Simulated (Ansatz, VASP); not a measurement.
**Two plane-wave programs on Li**

The input INCAR:

```
PREC     = Accurate       # precision mode
ENCUT    = 600            # plane-wave cutoff, eV
EDIFF    = 1E-6           # SCF threshold, eV
ISMEAR   = 0              # smearing method
SIGMA    = 0.1            # smearing width, eV
LREAL    = F              # projectors in reciprocal space
LASPH    = T              # aspherical terms in the spheres
NELM     = 100            # most SCF steps
ALGO     = Normal         # electronic algorithm
ISIF     = 3              # what is computed and relaxed
LWAVE    = F              # write WAVECAR
LCHARG   = F              # write CHGCAR
GGA      = PE             # functional
IBRION   = 2              # ionic algorithm
NSW      = 90             # ionic steps
EDIFFG   = -0.04          # ionic threshold
```

KPOINTS

```
regular mesh
0
Gamma
  4 4 4
```

File POSCAR:

```
Li
1.0
    4.9058853900      0.0000000000      0.0000000000
    0.0000000000      4.9058853900      0.0000000000
    0.0000000000      0.0000000000      5.3481609200
Li
6
Direct
    0.5000000000      0.0000000000      0.7072967400
    0.0000000000      0.5000000000      0.7927032600
    0.0000000000      0.5000000000      0.2072967400
    0.5000000000      0.0000000000      0.2927032600
    0.5000000000      0.5000000000      0.7500000000
    0.5000000000      0.5000000000      0.2500000000
```

Input for Ansatz:

```yaml
crystal:
  lattice:
    - [4.90588539, 0.0, 0.0]
    - [0.0, 4.90588539, 0.0]
    - [0.0, 0.0, 5.34816092]
  atoms:
    - { symbol: Li, position: [0.5, 0.0, 0.70729674] }
    - { symbol: Li, position: [0.0, 0.5, 0.79270326] }
    - { symbol: Li, position: [0.0, 0.5, 0.20729674] }
    - { symbol: Li, position: [0.5, 0.0, 0.29270326] }
    - { symbol: Li, position: [0.5, 0.5, 0.75] }
    - { symbol: Li, position: [0.5, 0.5, 0.25] }
basis:
  ecutwfc: 420
kpoints:
  mp_grid: { grid: [4, 4, 4] }
hamiltonian:
  xc: pbe
scf:
  occupations: { method: gaussian, width: 0.1 }
  lower_state_search: "off"
output:
  forces: true
  stress: true
  eigenvalues: true
relax:
  adjacent_minimum: "off"
  f_tol: 0.04
  max_steps: 70
  cell: { stress_tol: 0.4 }
```

Alike in both runs: task relaxation of cell and atoms; functional PBE; k mesh 4 × 4 × 4; occupations gaussian, width 0.1 eV; no spin polarisation.

|  | VASP | Ansatz |
| --- | --- | --- |
| version | VASP 6.6.1 | Ansatz 0.2.0 |
| potentials or method | VASP PAW PBE potentials, release 64 (Li_sv), cutoff 600 eV | scalar-relativistic, plane waves, PAW |
| valence electrons in the cell | 18 | 18 |

```tsv
	VASP	Ansatz	Ansatz less VASP
gap on the k mesh at the Fermi level, each at its own relaxed structure (eV)	none	none	-
relaxed volume (Å³/atom)	26.61	25.93	-0.683
relaxed length of the cell vector where the two differ most in proportion (Å)	5.608	5.549	-0.0584
```

A gap of «none» marks a metal or a gap that the smearing closes.

Noted on VASP's run: the cutoff is under 1.25 times that of the potentials, so the pressure is a little rough; the volume moved by over 15 % at a fixed basis, so the end points are rough.
